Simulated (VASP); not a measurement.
Set up this calculation in VASP 6.6.1, as the native input.

```
Task                   : single point
Functional             : PBE
Potentials or basis    : VASP PAW PBE potentials, release 64 (Os)
Cutoff                 : 520 eV
k mesh                 : 17 × 17 × 17
Occupations            : fermi-dirac, width 0.1 eV
Spin                   : no spin polarisation
Dipole correction      : no
Further INCAR settings : ALGO = Normal; EDIFF = 1e-07; NBANDS = 10
```

The structure of Os lies in POSCAR:

```
Os
1.0
   -1.4929092834      1.4929092834      1.4929092834
    1.4929092834     -1.4929092834      1.4929092834
    1.4929092834      1.4929092834     -1.4929092834
Os
1
Direct
    0.0000000000      0.0000000000      0.0000000000
```

This isn't the form of Os at room conditions, which is hcp.

The input as run:

INCAR

```
ALGO = Normal
EDIFF = 1E-7
ENCUT = 520
GGA = PE
ISIF = 2
ISMEAR = -1
LASPH = True
LCHARG = False
LREAL = False
LWAVE = False
NBANDS = 10
NELM = 60
PREC = Accurate
SIGMA = 0.1
```

KPOINTS

```
k-points
0
Gamma
  17 17 17
```

Potentials or basis: VASP PAW PBE potentials, release 64 (Os).

Command:

```sh
$ cat potpaw_PBE.64/Os/POTCAR > POTCAR
$ mpirun -np 1 vasp_std > vasp.out
```

It gave:

```
Pressure               : 48.8 GPa
Band gap on the k mesh : zero (bands 4 and 5 overlap by 4.85 eV)
```

Caveat: the cell stands under pressure; spin-orbit coupling is left out, which moves the levels of the heavy elements.

Wall time 19 s on 1 thread of Intel Xeon 8259CL (shared host), peak memory 0.14 GiB.
